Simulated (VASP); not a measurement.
Write the native input for VASP 6.6.1 that does the following.

```
Task                   : relaxation of cell and atoms
Functional             : PBE
Dispersion             : D3(BJ)
Potentials or basis    : VASP PAW PBE potentials, release 64 (Pb_d, O)
Cutoff                 : 600 eV
k mesh                 : 6 × 6 × 6
Occupations            : fermi-dirac, width 0.02 eV
Spin                   : no spin polarisation
Dipole correction      : no
Further INCAR settings : ALGO = Normal; EDIFF = 1e-07; IBRION = 2; EDIFFG = -0.005; NSW = 80; ISIF = 3
```

The structure of PbO lies in POSCAR:

```
PbO
1.0
    3.8865021300      0.0000000000      0.0000000000
    0.0000000000      3.8865021300      0.0000000000
    0.0000000000      0.0000000000      4.9802089200
Pb O
2 2
Direct
    0.0000000000      0.5000000000      0.2353738600
    0.5000000000      0.0000000000      0.7646261400
    0.5000000000      0.5000000000      0.0000000000
    0.0000000000      0.0000000000      0.0000000000
```

These files were run (other wordings do the same):

INCAR

```
  PREC = Accurate
  ENCUT = 600
  EDIFF = 1E-7
  ISMEAR = -1
  SIGMA = 0.02
  LREAL = F
  LASPH = T
  NELM = 100
  ALGO = Normal
  ISIF = 3
  LWAVE = F
  LCHARG = F
  GGA = PE
  IVDW = 12
  IBRION = 2
  NSW = 80
  EDIFFG = -0.005
```

KPOINTS

```
regular mesh
0
Gamma
  6 6 6
```

Potentials or basis: VASP PAW PBE potentials, release 64 (Pb_d, O).

Run with:

```bash
$ cat potpaw_PBE.64/Pb_d/POTCAR potpaw_PBE.64/O/POTCAR > POTCAR
$ mpirun -np 1 vasp_std > vasp.out
```

Results of the run:

```json
{
 "Relaxed volume": "20.23 Å³/atom",
 "Relaxed cell": "a = 4.037 Å, b = 4.037 Å, c = 4.965 Å, α = 90.00°, β = 90.00°, γ = 90.00°",
 "Space group after relaxing (to 0.1 Å)": "P4/nmm (No. 129)",
 "Energy gained by relaxing": "44.4 meV/atom",
 "Ionic steps": "16",
 "Pressure after relaxing": "0.0 GPa",
 "Largest force after relaxing": "0.003 eV/Å",
 "Band gap on the k mesh": "1.26 eV (least direct gap 2.15 eV)",
 "Dispersion energy per atom": "-0.235 eV"
}
```

Caveat: spin-orbit coupling is left out, which moves the levels of the heavy elements.

It took 6.3 min on 1 thread of AMD EPYC 9R45 96-Core Processor (Zen 5), with other jobs on the host, peak memory 0.23 GiB.
